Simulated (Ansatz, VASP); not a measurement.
## RbBr: VASP beside Ansatz

```
Rb Br
1.0
     5.89014    0.00000    0.00000
    -2.94507    5.10101    0.00000
     0.00000    0.00000    6.87033
Rb Br
2 2
Cartesian
  0.0000 3.4007 -0.4294
  2.9451 1.7003 3.0058
  0.0000 3.4007 3.0058
  2.9451 1.7003 6.4409
```

Alike in both runs: task single point; functional PBE-based screened hybrid with a share of 0.4 of exact exchange and HFSCREEN = 0.1; k mesh 3 × 3 × 2; no spin polarisation.

|  | VASP | Ansatz |
| --- | --- | --- |
| version | VASP 6.6.1 | Ansatz 0.2.0 |
| potentials or method | VASP PAW PBE potentials, release 64 (Rb_sv, Br) | plane waves |
| plane-wave cutoff (eV) | 400 | 420 |
| occupations | gaussian, width 0.01 eV | fixed |
| valence electrons in the cell | 32 | 32 |

VASP gave:

- gap on the k mesh at the Fermi level (eV): 6.42
- pressure (GPa): 0.0
- traceless stress, the component that is largest in VASP (GPa): 0.06

Q: What did Ansatz give for the same quantities?

A: gap on the k mesh at the Fermi level (eV): 6.41; pressure (GPa): 0.1; traceless stress, the component that is largest in VASP (GPa): 0.08.

VASP's potentials were made for PBE, not for PBE-based screened hybrid. Ansatz's warnings: stress exchange threshold loose, stress scf threshold loose.

The k mesh is coarse, so the values compare programs but aren't converged.
